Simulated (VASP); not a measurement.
A run of VASP 6.6.1 is set up as follows.

The input INCAR:

```
PREC     = Accurate       # precision mode
ENCUT    = 520            # plane-wave cutoff, eV
EDIFF    = 1E-6           # SCF threshold, eV
ISMEAR   = -1             # smearing method
SIGMA    = 0.1            # smearing width, eV
LREAL    = False          # projectors in reciprocal space
LASPH    = True           # aspherical terms in the spheres
NELM     = 80             # most SCF steps
ALGO     = Normal         # electronic algorithm
ISIF     = 2              # what is computed and relaxed
LWAVE    = False          # write WAVECAR
LCHARG   = False          # write CHGCAR
GGA      = B5             # functional
ALDAX    = 1.0          
AGGAX    = 1.0          
AGGAC    = 1.0          
ALDAC    = 0.0          
NBANDS   = 10             # bands
```

The input KPOINTS:

```
regular mesh
0
Gamma
  22 22 12
```

File POSCAR:

```
B
1.0
   -4.6014817840      4.7802874024      0.7905604765
    4.7802874024     -4.6014817840      0.7905604765
    2.0473695582      2.0473695582     -0.4630776589
B
2
Direct
    0.0889931286      0.9110068714      0.0000000000
    0.6610068714      0.3389931286      0.5000000000
```

Potentials or basis: VASP PAW PBE potentials, release 64 (B).

Run with:

```sh
$ cat potpaw_PBE.64/B/POTCAR > POTCAR
$ mpirun -np 1 vasp_std > vasp.out
```

**Question.** Predict the band gap on the k mesh.

**Answer.** Zero (bands 3 and 4 overlap by 10.60 eV).

**Question.** Estimate the pressure.

**Answer.** -0.1 GPa.

**Question.** What does it give for the largest force?

**Answer.** 0.007 eV/Å.

Stress tensor (GPa, compression positive):
```
-0.20 -0.27  0.07
-0.27 -0.20  0.07
 0.07  0.07  0.13
```

Caveat: the PAW data sets were made with another functional, which shifts forces and pressure a little.
